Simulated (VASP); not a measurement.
The system is TaRu.

```
CELL_PARAMETERS angstrom
3.18700 0.00000 0.00000
0.00000 3.18700 0.00000
0.00000 0.00000 3.18700
ATOMIC_POSITIONS crystal
Ta 0.50000 0.50000 0.50000
Ru 0.00000 0.00000 0.00000
```

| Quantity | Value |
| --- | --- |
| Program | VASP 6.6.1 |
| Task | relaxation of cell and atoms |
| Functional | LDA |
| Potentials or basis | VASP PAW LDA potentials, release 64 (Ta_sv_GW, Ru_sv) |
| Cutoff | 600 eV |
| k mesh | 6 × 6 × 6 |
| Occupations | gaussian, width 0.1 eV |
| Spin | no spin polarisation |

At the start: pressure -15.7 GPa; volume 16.19 Å³/atom.

How do energy, volume and symmetry change on relaxing?

Over 4 steps the energy falls by 51.0 meV/atom and the volume is 15.22 Å³/atom (-6.0 %); space group Pm-3m (No. 221, to 0.05 Å).

The path:
```csv
step,energy change (eV),largest force (eV/Å),pressure (GPa),volume (Å³)
1,0.0000,0.0000,-15.75,32.37
2,0.8860,0.0000,74.78,25.48
3,-0.1014,0.0000,-1.30,30.55
4,-0.1020,0.0000,-0.32,30.44
```

Final structure:
```
Ta Ru
1.0
     3.12241    0.00000    0.00000
     0.00000    3.12241    0.00000
     0.00000    0.00000    3.12241
Ta Ru
1 1
Direct
  0.50000 0.50000 0.50000
  0.00000 0.00000 0.00000
```
